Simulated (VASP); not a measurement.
## Br: single point with PBE

The system is Br.

```
Br
1.0
     2.85856    0.00000    0.00000
     0.00000    2.85856    0.00000
     0.00000    0.00000    2.85856
Br
1
Direct
  0.00000 0.00000 0.00000
```

```
Program                : VASP 6.6.1
Task                   : single point
Functional             : PBE
Potentials or basis    : VASP PAW PBE potentials, release 64 (Br)
Cutoff                 : 520 eV
k mesh                 : 12 × 12 × 12
Occupations            : fermi-dirac, width 0.1 eV
Spin                   : no spin polarisation
Dipole correction      : no
Further INCAR settings : ALGO = Normal; EDIFF = 1e-06; NBANDS = 10
```

```
Pressure               : 13.8 GPa
Band gap on the k mesh : zero (an odd number of electrons rules out a gap without spin polarisation)
```

Levels at points of the mesh, in eV from the Fermi level:
| k point | band 2 | band 3 | band 4 | band 5 | band 6 | band 7 |
| --- | --- | --- | --- | --- | --- | --- |
| (0.00, 0.00, 0.00) | -0.24 | -0.24 | -0.24 | 6.95 | 8.10 | 8.10 |
| (0.50, 0.00, 0.00) | -7.03 | 0.77 | 0.77 | 10.01 | 10.54 | 12.26 |
| (0.50, 0.50, 0.00) | -5.51 | -5.51 | 1.68 | 3.80 | 12.56 | 15.54 |
| (0.50, 0.50, 0.50) | -4.19 | -4.19 | -4.19 | 6.48 | 6.48 | 6.48 |

Run time: 10 s on 1 thread of Intel Xeon 8259CL (shared host), peak memory 0.15 GiB.

Caveat: the cell stands under pressure; an odd number of electrons without spin polarisation forces a metal; a magnetic or distorted state may lie lower.
